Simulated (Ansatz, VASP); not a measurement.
## ZrS2: VASP beside Ansatz

Contents of INCAR:

```
SYSTEM = ZrS2
PREC = Accurate
ENCUT = 500
EDIFF = 1E-6
ISMEAR = 0
SIGMA = 0.01
LREAL = .False.
LASPH = .True.
NELM = 120
ALGO = Normal
ISIF = 2
LWAVE = .False.
LCHARG = .False.
GGA = PS
NBANDS = 19
GGA_COMPAT = .False.
```

File KPOINTS:

```
regular mesh
0
Gamma
  6 6 4
  0 0 0
```

POSCAR

```
ZrS2
1.0
    3.6743619272      0.0000000000      0.0000000000
   -1.8371809636      3.1820907716      0.0000000000
    0.0000000000      0.0000000000      5.8571358081
Zr S
1 2
Direct
    0.0000000000      0.0000000000      0.0000000000
    0.6666666667      0.3333333333      0.7537648223
    0.3333333333      0.6666666667      0.2462351777
```

Input for Ansatz:

```yaml
crystal:
  lattice:
    - [3.6743619272, 0.0, 0.0]
    - [-1.8371809636, 3.1820907716, 0.0]
    - [0.0, 0.0, 5.8571358081]
  atoms:
    - { symbol: Zr, position: [0.0, 0.0, 0.0] }
    - { symbol: S, position: [0.6666666667, 0.3333333333, 0.7537648223] }
    - { symbol: S, position: [0.3333333333, 0.6666666667, 0.2462351777] }
kpoints:
  mp_grid: { grid: [6, 6, 4] }
hamiltonian:
  xc: pbesol
scf:
  occupations: { method: fixed }
  n_extra_bands: 4
  mixing: { preconditioner: none }
output:
  forces: true
  stress: true
  eigenvalues: true
```

Alike in both runs: task single point; functional PBEsol; k mesh 6 × 6 × 4; no spin polarisation.

|  | VASP | Ansatz |
| --- | --- | --- |
| version | VASP 6.6.1 | Ansatz 0.2.0 |
| potentials or method | VASP PAW PBE potentials, release 64 (Zr_sv, S) | plane waves |
| plane-wave cutoff (eV) | 500 | 420 |
| occupations | gaussian, width 0.01 eV | fixed |
| valence electrons in the cell | 24 | 24 |

```csv
,VASP,Ansatz,Ansatz less VASP
gap on the k mesh at the Fermi level (eV),0.81,0.81,-0.002
pressure (GPa),-1.8,-1.9,-0.05
"traceless stress, the component that is largest in VASP (GPa)",0.99,0.97,-0.021
rms of the force components (eV/Å),0.059,0.068,+0.0083
```

VASP's potentials were made for PBE, not for PBEsol. Atom by atom the forces differ by 0.008 eV/Å (rms over components).
